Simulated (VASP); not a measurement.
# Si (R-3m) in VASP: single point with PBE

Aim: the single point of Si with PBE.

Everything below comes from runs of VASP 6.6.1. Logs are shortened: lines on timing, memory, paths and dates and some standing lists are left out, and cuts for length are marked.

## Step 1: The cell of the first run

Symmetry: R-3m, No. 166, trigonal system. The conventional cell has a = 3.818 Å, b = 3.818 Å, c = 9.353 Å, α = 90.00°, β = 90.00°, γ = 120.00°. Within 2.9 Å of Si (site symmetry 3m) lie 4 Si at 2.22 to 2.38 Å.

## Step 2: Single point, PBE

INCAR

```
SYSTEM = Si
  PREC = Accurate
  ENCUT = 500
  EDIFF = 1E-6
  ISMEAR = -1
  SIGMA = 0.05
  LREAL = .False.
  LASPH = .True.
  NELM = 120
  ALGO = Normal
  ISIF = 2
  LWAVE = .False.
  LCHARG = .False.
  GGA = PE
  NBANDS = 11
  GGA_COMPAT = .False.
```

KPOINTS

```
regular mesh
0
Gamma
  3 3 3
  0 0 0
```

POSCAR

```
Si
1.0
    0.0000000000      2.7000000000      2.7000000000
    2.7000000000      0.0000000000      2.7000000000
    2.7000000000      2.7000000000      0.0000000000
Si
2
Direct
    0.0000000000      0.0000000000      0.0000000000
    0.2378896942      0.2378896942      0.2378896942
```

Potentials or basis: VASP PAW PBE potentials, release 64 (Si).

Started as:

```bash
> cat potpaw_PBE.64/Si/POTCAR > POTCAR
> mpirun -np 1 vasp_std > vasp.out
```

OUTCAR:

```text
SYSTEM = Si
   PREC = Accurate
   ENCUT = 500
   EDIFF = 1E-6
   ISMEAR = -1
   LREAL = .False.
   LASPH = .True.
   NELM = 120
   ISIF = 2
   GGA = PE

 ion  position               nearest neighbor table
   1  0.000  0.000  0.000-   2 2.22   2 2.38   2 2.38   2 2.38
   2  0.238  0.238  0.238-   1 2.22   1 2.38   1 2.38   1 2.38

  LATTYP: Found a face centered cubic cell.
 ALAT       =     5.4000000000

  Lattice vectors:

 A1 = (   0.0000000000,   2.7000000000,   2.7000000000)
 A2 = (   2.7000000000,   0.0000000000,   2.7000000000)
 A3 = (   2.7000000000,   2.7000000000,   0.0000000000)

Analysis of symmetry for initial positions (statically):
=====================================================================
 Subroutine PRICEL returns:
 Original cell was already a primitive cell.

 Routine SETGRP: Setting up the symmetry group for a
 face centered cubic supercell.

 Subroutine GETGRP returns: Found 12 space group operations
 (whereof  6 operations were pure point group operations)
 out of a pool of 48 trial point group operations.

The static configuration has the point symmetry C_3v.
 The point group associated with its full space group is D_3d.

Analysis of symmetry for dynamics (positions and initial velocities):
=====================================================================
 Subroutine PRICEL returns:
 Original cell was already a primitive cell.

 Routine SETGRP: Setting up the symmetry group for a
 face centered cubic supercell.

 Subroutine GETGRP returns: Found 12 space group operations
 (whereof  6 operations were pure point group operations)
 out of a pool of 48 trial point group operations.

The dynamic configuration has the point symmetry C_3v.
 The point group associated with its full space group is D_3d.

 Subroutine INISYM returns: Found 12 space group operations
 (whereof  6 operations are pure point group operations),
 and found     1 'primitive' translations

----------------------------------------------------------------------------------------

                                     Primitive cell

  volume of cell :      39.3660

  direct lattice vectors                    reciprocal lattice vectors
     0.000000000  2.700000000  2.700000000    -0.185185185  0.185185185  0.185185185
     2.700000000  0.000000000  2.700000000     0.185185185 -0.185185185  0.185185185
     2.700000000  2.700000000  0.000000000     0.185185185  0.185185185 -0.185185185
[... 70 lines left out ...]
   NFREE  =      0    steps in history (QN), initial steepest desc. (CG)
   ISIF   =      2    stress and relaxation
   ISYM   =      2    0-nonsym 1-usesym 2-fastsym
   POTIM  = 0.5000    time-step for ionic-motion
   TEBEG  =    0.0;   TEEND  =   0.0 temperature during run
   PSTRESS=    0.0 pullay stress
   NELECT =       8.0000    total number of electrons
   NUPDOWN=      -1.0000    fix difference up-down
   EMIN   =  10.00;   EMAX   =-10.00  energy-range for DOS
   EFERMI =   0.00;   METHOD = LEGACY
   ISMEAR =    -1;   SIGMA  =   0.05  broadening in eV -4-tet -1-fermi 0-gaus
   EFERMI_NEDOS =   21; number of points for ismear=-14 and -15
   IALGO  =     38    algorithm
   IMIX   =      4    mixing-type and parameters
     AMIX     =   0.40;   BMIX     =  1.00
     AMIX_MAG =   1.60;   BMIX_MAG =  1.00
  volume/ion in A,a.u.               =      19.68       132.83
  Fermi-wavevector in a.u.,A,eV,Ry     =   0.962493  1.818849 12.604348  0.926393
  Thomas-Fermi vector in A             =   2.091957
   LORBIT       =      0    0 simple, 1 ext, 2 COOP (PROOUT), +10 PAW based schemes
   GGA     = PE    functional components
   LHFCALC =     F    Hartree Fock is set to
   AEXX    =    0.0000 exact exchange contribution
   IVDW    =     0    specifies the selected vdW correction
   LEPSILON=     F    determine dielectric tensor
   LRPA    =     F    only Hartree local field effects (RPA)
 non-spin polarized calculation
  energy-cutoff  :      500.00
  volume of cell :       39.37
 maximum number of plane-waves:      1018
   NGX = 13   NGY = 13   NGZ = 13

 number of electron       8.0000000 magnetization

 Free energy of the ion-electron system (eV)
  ---------------------------------------------------
  ext. energy  EPLUGINS =         0.00000000
  ---------------------------------------------------
  free energy    TOTEN  =       -10.09797018 eV

  energy without entropy =      -10.09289568  energy(sigma->0) =      -10.09543293

 E-fermi :   6.5459     XC(G=0):  -9.4151

 val. band max:        6.4278805869   @ k =   0.0000   0.0000   0.0000
 cond. band min:       6.7218572277   @ k =   0.3333   0.3333   0.0000
 fundamental gap:      0.2939766408
 Fermi energy:         6.5458773440

 k-point     1 :       0.0000    0.0000    0.0000
  band No.  band energies     occupation
      1      -6.0095      2.00000
      2       5.4863      2.00000
      3       6.4279      1.82744
      4       6.4279      1.82744
      5       8.4054      0.00000
      6       8.4054      0.00000
      7       9.0147      0.00000
      8       9.6616      0.00000
      9      13.7983      0.00000
     10      13.7983      0.00000
     11      14.0898      0.00000
[... 57 lines left out ...]
 k-point     6 :       0.3333    0.3333   -0.3333
  band No.  band energies     occupation
      1      -2.5852      2.00000
      2      -0.9345      2.00000
      3       1.5504      2.00000
      4       4.0695      2.00000
      5       7.7788      0.00000
      6      11.6158      0.00000
      7      12.3872      0.00000
      8      13.3952      0.00000
      9      13.6475      0.00000
     10      13.8579      0.00000
     11      20.6744      0.00000

------------------------ aborting loop because EDIFF is reached ----------------------------------------

  FORCE on cell =-STRESS in cart. coord.  units (eV):
  Direction    XX          YY          ZZ          XY          YZ          ZX
  --------------------------------------------------------------------------------------
  -------------------------------------------------------------------------------------
  Total        1.5431987      1.5431987      1.5431987      0.8091427      0.8091427      0.8091427
  in kB       62.8074463     62.8074463     62.8074463     32.9317203     32.9317203     32.9317203
  external PRESSURE =      62.8074463 kB  Pullay stress =       0.0000000 kB

 VOLUME and BASIS-vectors are now :
 -----------------------------------------------------------------------------
  energy-cutoff  :      500.00
  volume of cell :       39.37
      direct lattice vectors                 reciprocal lattice vectors
     0.000000000  2.700000000  2.700000000    -0.185185185  0.185185185  0.185185185
     2.700000000  0.000000000  2.700000000     0.185185185 -0.185185185  0.185185185
     2.700000000  2.700000000  0.000000000     0.185185185  0.185185185 -0.185185185

 POSITION                                       TOTAL-FORCE (eV/Angst)
 -----------------------------------------------------------------------------------
      0.00000      0.00000      0.00000        -1.151039     -1.151039     -1.151039
      1.28460      1.28460      1.28460         1.151039      1.151039      1.151039
 -----------------------------------------------------------------------------------
    total drift:                                0.000000      0.000000      0.000000

  FREE ENERGIE OF THE ION-ELECTRON SYSTEM (eV)
  ---------------------------------------------------
  free  energy   TOTEN  =       -10.0979701850 eV

  energy  without entropy=      -10.0928956796  energy(sigma->0) =      -10.09543293
```

OSZICAR:

```text
N       E                     dE             d eps       ncg     rms          rms(c)
DAV:   1     0.579938462623E+01    0.57994E+01   -0.29742E+03   132   0.545E+02
DAV:   2    -0.989992721865E+01   -0.15699E+02   -0.15178E+02   177   0.823E+01
DAV:   3    -0.103487077464E+02   -0.44878E+00   -0.44794E+00   144   0.116E+01
DAV:   4    -0.103518739838E+02   -0.31662E-02   -0.31658E-02   186   0.129E+00
DAV:   5    -0.103518966707E+02   -0.22687E-04   -0.22687E-04   150   0.947E-02    0.526E+00
DAV:   6    -0.101726213169E+02    0.17928E+00   -0.99851E-02   147   0.133E+00    0.323E+00
DAV:   7    -0.100952558043E+02    0.77366E-01   -0.19252E-01   150   0.198E+00    0.256E-01
DAV:   8    -0.100976072834E+02   -0.23515E-02   -0.99929E-03   147   0.524E-01    0.986E-02
DAV:   9    -0.100978745040E+02   -0.26722E-03   -0.33100E-04   150   0.111E-01    0.794E-02
DAV:  10    -0.100979745406E+02   -0.10004E-03   -0.12950E-04   147   0.636E-02    0.243E-02
DAV:  11    -0.100979702566E+02    0.42840E-05   -0.78233E-06   156   0.134E-02    0.598E-03
DAV:  12    -0.100979701850E+02    0.71622E-07   -0.37124E-07    93   0.371E-03
   1 F= -.10097970E+02 E0= -.10095433E+02  d E =-.507451E-02
```

stdout:

```text
POSCAR found type information on POSCAR Si
 POSCAR found :  1 types and       2 ions
 scaLAPACK will be used
 LDA part: xc-table for (Slater+PW92), standard interpolation
 POSCAR, INCAR and KPOINTS ok, starting setup
 FFT: planning ... GRIDC
 FFT: planning ... GRID_SOFT
 FFT: planning ... GRID
 WAVECAR not read
 entering main loop
```

Run time: 4.2 s. Hardware: 1 thread of Intel Xeon 8259CL, shared host; peak memory 0.14 GiB.

What came out:

```
Free energy            : -10.0980 eV
Pressure               : 6.3 GPa
Largest force          : 1.994 eV/Å
Band gap on the k mesh : 0.29 eV, indirect (least direct gap 1.98 eV)
```

Forces on the atoms (eV/Å):
```
Si  -1.151 -1.151 -1.151
Si   1.151  1.151  1.151
```

Caveat: the k points lie up to 0.67 Å⁻¹ apart; forces of over 1 eV/Å act on the atoms, so gaps and moduli don't describe the material at rest.
